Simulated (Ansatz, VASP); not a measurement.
**One calculation of La, two programs**

File INCAR:

```
SYSTEM = La
  ALGO = Normal
  EDIFF = 1E-7
  ENCUT = 520
  ISIF = 2
  ISMEAR = -1
  LASPH = .True.
  LCHARG = .True.
  LELF = .True.
  LREAL = .False.
  LVHAR = .True.
  LWAVE = .False.
  NBANDS = 18
  NELM = 80
  PREC = Accurate
  SIGMA = 0.05
```

KPOINTS

```
k-points
0
Gamma
  8 8 5
  0 0 0
```

The input POSCAR:

```
La
1.0
    3.7500000000      0.0000000000      0.0000000000
   -1.8750000000      3.2475952642      0.0000000000
    0.0000000000      0.0000000000      6.0700000000
La
2
Direct
    0.6666666667      0.3333333333      0.7500000000
    0.3333333333      0.6666666667      0.2500000000
```

input.yaml

```yaml
crystal:
  lattice:
    - [3.75, 0.0, 0.0]
    - [-1.875, 3.2475952642, 0.0]
    - [0.0, 0.0, 6.07]
  atoms:
    - { symbol: La, position: [0.6666666667, 0.3333333333, 0.75] }
    - { symbol: La, position: [0.3333333333, 0.6666666667, 0.25] }
kpoints:
  mp_grid: { grid: [8, 8, 5] }
  band_path:
    path:
      - [0.0, 0.0, 0.0]
      - [0.5, 0.0, 0.0]
      - [0.3333333333, 0.3333333333, 0.0]
      - [0.0, 0.0, 0.0]
      - [0.0, 0.0, 0.5]
      - [0.5, 0.0, 0.5]
      - [0.3333333333, 0.3333333333, 0.5]
      - [0.0, 0.0, 0.5]
    npoints: 8
scf:
  occupations: { method: fermi_dirac, width: 0.05 }
hamiltonian:
  xc: lda
  pseudopotentials: { kind: all_electron, lapw: { basis_error: 0.001 } }
output:
  forces: true
  stress: true
  eigenvalues: true
```

Alike in both runs: functional LDA; k mesh 8 × 8 × 5; occupations fermi-dirac, width 0.05 eV; no spin polarisation.

|  | VASP | Ansatz |
| --- | --- | --- |
| version | VASP 6.6.1 | Ansatz 0.2.0 |
| potentials or method | VASP PAW LDA potentials, release 64 (La), cutoff 520 eV | all-electron LAPW, scalar-relativistic |
| task | single point | band structure |

VASP gave:

- gap on the k mesh at the Fermi level (eV): none
- pressure (GPa): -2.9
- traceless stress, the component that is largest in VASP (GPa): -0.17

Task: Which values does Ansatz return?

Result: gap on the k mesh at the Fermi level (eV): none; pressure (GPa): -2.8; traceless stress, the component that is largest in VASP (GPa): -0.17.

LDA's correlation is that of Perdew and Zunger in VASP and of Perdew and Wang (1992) in Ansatz. A gap of «none» marks a metal or a gap that the smearing closes. Ansatz ran all-electron here, and VASP with PAW potentials.

Spin-orbit coupling is off throughout.
